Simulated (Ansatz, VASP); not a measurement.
## Au: VASP beside Ansatz

INCAR

```
SYSTEM = Au
PREC = Accurate ; ENCUT = 500
EDIFF = 1E-6 ; ISMEAR = -1
SIGMA = 0.025 ; LREAL = .False.
LASPH = .True. ; NELM = 200
ALGO = Normal ; ISIF = 2
LWAVE = .False. ; LCHARG = .False.
ISPIN = 2 ; MAGMOM = -0.11
LORBIT = 11 ; LMAXMIX = 4
GGA = RP ; IVDW = 13
NBANDS = 16 ; GGA_COMPAT = .False.
```

File KPOINTS:

```
Automatic mesh
0
Gamma
  11 11 11
  0 0 0
```

POSCAR

```
Au
1.0
    0.0000000000      1.9934577312      1.9934577312
    1.9934577312      0.0000000000      1.9934577312
    1.9934577312      1.9934577312      0.0000000000
Au
1
Direct
    0.0000000000      0.0000000000      0.0000000000
```

The input input.yaml:

```yaml
crystal:
  lattice:
    - [0.0, 1.9934577312, 1.9934577312]
    - [1.9934577312, 0.0, 1.9934577312]
    - [1.9934577312, 1.9934577312, 0.0]
  atoms:
    - { symbol: Au, position: [0.0, 0.0, 0.0], spin: -0.11 }
kpoints:
  mp_grid: { grid: [11, 11, 11] }
scf:
  occupations: { method: fermi_dirac, width: 0.025 }
hamiltonian:
  xc: rpbe
  dispersion: d4
  pseudopotentials:
    kind: all_electron
    lapw: { basis_error: 0.0005, small_component_spin: dirac_moment }
magnetization:
  spin_polarized: true
output:
  forces: true
  stress: true
  eigenvalues: true
```

Change from the starting cell: volume scaled by 0.94.

Alike in both runs: task single point; functional RPBE; dispersion D4; k mesh 11 × 11 × 11; occupations fermi-dirac, width 0.025 eV; collinear spin.

```csv
,VASP,Ansatz
version,VASP 6.6.1,Ansatz 0.2.0
potentials or method,"VASP PAW PBE potentials, release 64 (Au), cutoff 500 eV","all-electron LAPW, Dirac moment of small components"
```

|  | VASP | Ansatz | Ansatz less VASP |
| --- | --- | --- | --- |
| gap on the k mesh at the Fermi level (eV) | none | none | - |
| pressure (GPa) | 16.4 | 16.8 | +0.35 |
| net moment per atom (μB) | 0.00 | 0.00 | 0.000 |

VASP's potentials were made for PBE, not for RPBE. A gap of «none» marks a metal or a gap that the smearing closes. Ansatz ran all-electron here, and VASP with PAW potentials.

Neither program's run includes spin-orbit coupling.
